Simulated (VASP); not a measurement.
Input of a VASP 6.6.1 run:

INCAR

```
SYSTEM = Y
PREC = Accurate
ENCUT = 600
EDIFF = 1E-6
ISMEAR = -1
SIGMA = 0.05
LREAL = .False.
LASPH = .True.
NELM = 80
ALGO = Normal
ISIF = 3
LWAVE = .False.
LCHARG = .False.
GGA = PE
IBRION = 2
NSW = 80
EDIFFG = -0.01
PSTRESS = 200.0
```

The input KPOINTS:

```
Automatic mesh
0
Gamma
  4 4 4
  0 0 0
```

The input POSCAR:

```
Y
1.0
    0.0000000000      3.5000000000      3.5000000000
    3.5000000000      0.0000000000      3.5000000000
    3.5000000000      3.5000000000      0.0000000000
Y
2
Direct
    0.0000000000      0.0000000000      0.0000000000
    0.2500000000      0.2500000000      0.2500000000
```

Potentials or basis: VASP PAW PBE potentials, release 64 (Y_sv).

Command:

```bash
$ cat potpaw_PBE.64/Y_sv/POTCAR > POTCAR
$ mpirun -np 1 vasp_std > vasp.out
```

(1) Estimate the band gap on the k mesh.

(2) Predict the relaxed volume.

(3) Predict the space group after relaxing (to 0.1 Å).

Answers

(1) zero (bands 11 and 12 overlap by 1.47 eV).

(2) 23.16 Å³/atom.

(3) Fd-3m (No. 227).

Caveat: the k points lie up to 0.48 Å⁻¹ apart in the final cell, too coarse for converged energies and pressures of a metal; the cell is relaxed towards a set pressure, so the run minimises the enthalpy, not the energy; the volume moved by over 15 % at a fixed basis, so the end points are rough.
